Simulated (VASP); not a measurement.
# Ag (Im-3m) in VASP: further runs

Ag is run at these levels: r2SCAN, PBE; tasks: single point.

Everything below comes from runs of VASP 6.6.1. Logs are shortened: lines on timing, memory, paths and dates and some standing lists are left out, and cuts for length are marked.

### 1 The cell of the first run

Symmetry: Im-3m, No. 229, cubic system. Conventional cell: a = 3.245 Å, b = 3.245 Å, c = 3.245 Å, α = 90.00°, β = 90.00°, γ = 90.00°. Ag (site symmetry m-3m) has 14 Ag at 2.81 to 3.25 Å within 3.7 Å.

### 2 Single point, r2SCAN (functional r2SCAN, strained)

POSCAR

```
Ag
1.0
   -1.6225243635      1.6225243635      1.6225243635
    1.6225243635     -1.6225243635      1.6225243635
    1.6225243635      1.6225243635     -1.6225243635
Ag
1
Direct
    0.0000000000      0.0000000000      0.0000000000
```

INCAR.step1

```
PREC     = Accurate       # precision mode
ENCUT    = 520            # plane-wave cutoff, eV
ISMEAR   = 0              # smearing method
SIGMA    = 0.1            # smearing width, eV
LREAL    = False          # projectors in reciprocal space
LASPH    = True           # aspherical terms in the spheres
NELM     = 100            # most SCF steps
NBANDS   = 12             # bands
GGA      = PE             # functional
ALGO     = Normal         # electronic algorithm
EDIFF    = 1E-4           # SCF threshold, eV
LWAVE    = True           # write WAVECAR
LCHARG   = False          # write CHGCAR
```

INCAR.step2

```
PREC     = Accurate       # precision mode
ENCUT    = 520            # plane-wave cutoff, eV
EDIFF    = 1E-7           # SCF threshold, eV
ISMEAR   = 0              # smearing method
SIGMA    = 0.1            # smearing width, eV
LREAL    = False          # projectors in reciprocal space
LASPH    = True           # aspherical terms in the spheres
NELM     = 100            # most SCF steps
ALGO     = Normal         # electronic algorithm
ISIF     = 2              # what is computed and relaxed
LWAVE    = False          # write WAVECAR
LCHARG   = True           # write CHGCAR
METAGGA  = R2SCAN         # meta-GGA
LMIXTAU  = True         
LELF     = True           # ELF
LVHAR    = True         
NBANDS   = 12             # bands
ISTART   = 1
```

KPOINTS

```
Automatic mesh
0
Gamma
  18 18 18
```

Potentials or basis: VASP PAW PBE potentials, release 64 (Ag).

Command:

```bash
$ cat potpaw_PBE.64/Ag/POTCAR > POTCAR
$ cp INCAR.step1 INCAR
$ mpirun -np 1 vasp_std > vasp.out
$ cp INCAR.step2 INCAR
$ mpirun -np 1 vasp_std > vasp.out
```

OUTCAR:

```text
PREC = Accurate
   ENCUT = 520
   EDIFF = 1E-7
   ISMEAR = 0
   LREAL = False
   LASPH = True
   NELM = 100
   ISIF = 2
   METAGGA = R2SCAN
   ISTART = 1

 ion  position               nearest neighbor table
   1  0.000  0.000  0.000-

  LATTYP: Found a body centered cubic cell.
 ALAT       =     3.2450487270

  Lattice vectors:

 A1 = (  -1.6225243635,   1.6225243635,   1.6225243635)
 A2 = (   1.6225243635,  -1.6225243635,   1.6225243635)
 A3 = (   1.6225243635,   1.6225243635,  -1.6225243635)

Analysis of symmetry for initial positions (statically):
=====================================================================
 Subroutine PRICEL returns:
 Original cell was already a primitive cell.

 Routine SETGRP: Setting up the symmetry group for a
 body centered cubic supercell.

 Subroutine GETGRP returns: Found 48 space group operations
 (whereof 48 operations were pure point group operations)
 out of a pool of 48 trial point group operations.

The static configuration has the point symmetry O_h .

Analysis of symmetry for dynamics (positions and initial velocities):
=====================================================================
 Subroutine PRICEL returns:
 Original cell was already a primitive cell.

 Routine SETGRP: Setting up the symmetry group for a
 body centered cubic supercell.

 Subroutine GETGRP returns: Found 48 space group operations
 (whereof 48 operations were pure point group operations)
 out of a pool of 48 trial point group operations.

The dynamic configuration has the point symmetry O_h .

 Subroutine INISYM returns: Found 48 space group operations
 (whereof 48 operations are pure point group operations),
 and found     1 'primitive' translations

----------------------------------------------------------------------------------------

                                     Primitive cell

  volume of cell :      17.0857

  direct lattice vectors                    reciprocal lattice vectors
    -1.622524363  1.622524363  1.622524363     0.000000000  0.308161782  0.308161782
     1.622524363 -1.622524363  1.622524363     0.308161782  0.000000000  0.308161782
     1.622524363  1.622524363 -1.622524363     0.308161782  0.308161782  0.000000000

  length of vectors
[... 79 lines left out ...]
   NELM   =    100;   NELMIN=  2; NELMDL=  0     # of ELM steps
   EDIFF  = 0.1E-06   stopping-criterion for ELM
   LREAL  =      F    real-space projection
   EDIFFG = 0.1E-05   stopping-criterion for IOM
   NSW    =      0    number of steps for IOM
   IBRION =     -1    ionic relax: 0-MD 1-quasi-New 2-CG
   NFREE  =      0    steps in history (QN), initial steepest desc. (CG)
   ISIF   =      2    stress and relaxation
   ISYM   =      2    0-nonsym 1-usesym 2-fastsym
   POTIM  = 0.5000    time-step for ionic-motion
   TEBEG  =    0.0;   TEEND  =   0.0 temperature during run
   PSTRESS=    0.0 pullay stress
   NELECT =      11.0000    total number of electrons
   NUPDOWN=      -1.0000    fix difference up-down
   EMIN   =  10.00;   EMAX   =-10.00  energy-range for DOS
   EFERMI =   0.00;   METHOD = LEGACY
   ISMEAR =     0;   SIGMA  =   0.10  broadening in eV -4-tet -1-fermi 0-gaus
   EFERMI_NEDOS =   21; number of points for ismear=-14 and -15
   IALGO  =     38    algorithm
   IMIX   =      4    mixing-type and parameters
     AMIX     =   0.40;   BMIX     =  1.00
     AMIX_MAG =   1.60;   BMIX_MAG =  1.00
  volume/ion in A,a.u.               =      17.09       115.30
  Fermi-wavevector in a.u.,A,eV,Ry     =   1.413604  2.671325 27.188208  1.998277
  Thomas-Fermi vector in A             =   2.535233
   LORBIT       =      0    0 simple, 1 ext, 2 COOP (PROOUT), +10 PAW based schemes
   METAGGA = R2SCAN    functional components
   LHFCALC =     F    Hartree Fock is set to
   AEXX    =    0.0000 exact exchange contribution
   IVDW    =     0    specifies the selected vdW correction
   LEPSILON=     F    determine dielectric tensor
   LRPA    =     F    only Hartree local field effects (RPA)
 non-spin polarized calculation
 Gauss-broadening in eV      SIGMA  =   0.10
  energy-cutoff  :      520.00
  volume of cell :       17.09
 maximum number of plane-waves:       472
 NGX is ok and might be reduce to    24
   NGX = 11   NGY = 11   NGZ = 11

 number of electron      10.9999999 magnetization

 Free energy of the ion-electron system (eV)
  ---------------------------------------------------
  ext. energy  EPLUGINS =         0.00000000
  ---------------------------------------------------
  free energy    TOTEN  =       -21.31740652 eV

  energy without entropy =      -21.31491340  energy(sigma->0) =      -21.31615996

 E-fermi :   8.4323     XC(G=0): -12.9512

 val. band max:        8.4289187503   @ k =  -0.3889   0.4444   0.1111
 cond. band min:       8.4688142029   @ k =   0.4444   0.0556  -0.0000
 fundamental gap:      0.0398954526
 Fermi energy:         8.4322737705

 k-point     1 :       0.0000    0.0000    0.0000
  band No.  band energies     occupation
      1       0.4707      2.00000
      2       3.1561      2.00000
      3       3.1561      2.00000
      4       3.1561      2.00000
      5       4.5086      2.00000
      6       4.5086      2.00000
      7      27.1245      0.00000
      8      27.1245      0.00000
      9      27.1245      0.00000
     10      33.5923      0.00000
     11      33.5923      0.00000
     12      33.5923      0.00000
[... 331 lines left out ...]
 k-point    24 :       0.3889    0.1111    0.0000
  band No.  band energies     occupation
      1       1.8847      2.00000
      2       2.4518      2.00000
      3       4.3461      2.00000
      4       4.4526      2.00000
      5       5.1027      2.00000
      6       8.5651      0.06040
      7      13.6727      0.00000
      8      20.9306      0.00000
      9      23.1597      0.00000
     10      29.3549      0.00000
     11      32.3568      0.00000
     12      33.3685      0.00000

 [... further k-points ...]
[... 5 lines left out ...]
  --------------------------------------------------------------------------------------
  -------------------------------------------------------------------------------------
  Total        0.2557734      0.2557734      0.2557734      0.0000000     -0.0000000     -0.0000000
  in kB       23.9845865     23.9845865     23.9845865      0.0000000     -0.0000000     -0.0000000
  external PRESSURE =      23.9845865 kB  Pullay stress =       0.0000000 kB

 VOLUME and BASIS-vectors are now :
 -----------------------------------------------------------------------------
  energy-cutoff  :      520.00
  volume of cell :       17.09
      direct lattice vectors                 reciprocal lattice vectors
    -1.622524363  1.622524363  1.622524363     0.000000000  0.308161782  0.308161782
     1.622524363 -1.622524363  1.622524363     0.308161782  0.000000000  0.308161782
     1.622524363  1.622524363 -1.622524363     0.308161782  0.308161782  0.000000000

 POSITION                                       TOTAL-FORCE (eV/Angst)
 -----------------------------------------------------------------------------------
      0.00000      0.00000      0.00000         0.000000      0.000000      0.000000
 -----------------------------------------------------------------------------------
    total drift:                               -0.000000      0.000000      0.000000

  FREE ENERGIE OF THE ION-ELECTRON SYSTEM (eV)
  ---------------------------------------------------
  free  energy   TOTEN  =       -21.3174065151 eV

  energy  without entropy=      -21.3149134036  energy(sigma->0) =      -21.31615996
```

OUTCAR.step1:

```text
PREC = Accurate
   ENCUT = 520
   ISMEAR = 0
   LREAL = False
   LASPH = True
   NELM = 100
[... 575 lines left out ...]

 POSITION                                       TOTAL-FORCE (eV/Angst)
 -----------------------------------------------------------------------------------
      0.00000      0.00000      0.00000         0.000000      0.000000     -0.000000
 -----------------------------------------------------------------------------------
    total drift:                                0.000000      0.000000     -0.000000

  FREE ENERGIE OF THE ION-ELECTRON SYSTEM (eV)
  ---------------------------------------------------
  free  energy   TOTEN  =        -2.6679383418 eV

  energy  without entropy=       -2.6650138691  energy(sigma->0) =       -2.66647611
```

Wall time 55 s (1 thread of Intel Xeon 6975P-C (Granite Rapids), shared host); peak memory 0.17 GiB.

What came out:

| Item | Value |
| --- | --- |
| Free energy | -21.3174 eV |
| Pressure | 2.4 GPa |

Caveat: the cell differs from its parent crystal (functional r2SCAN, strained); the PAW data sets were made with another functional, which shifts forces and pressure a little.

[end of part 1 of 2]
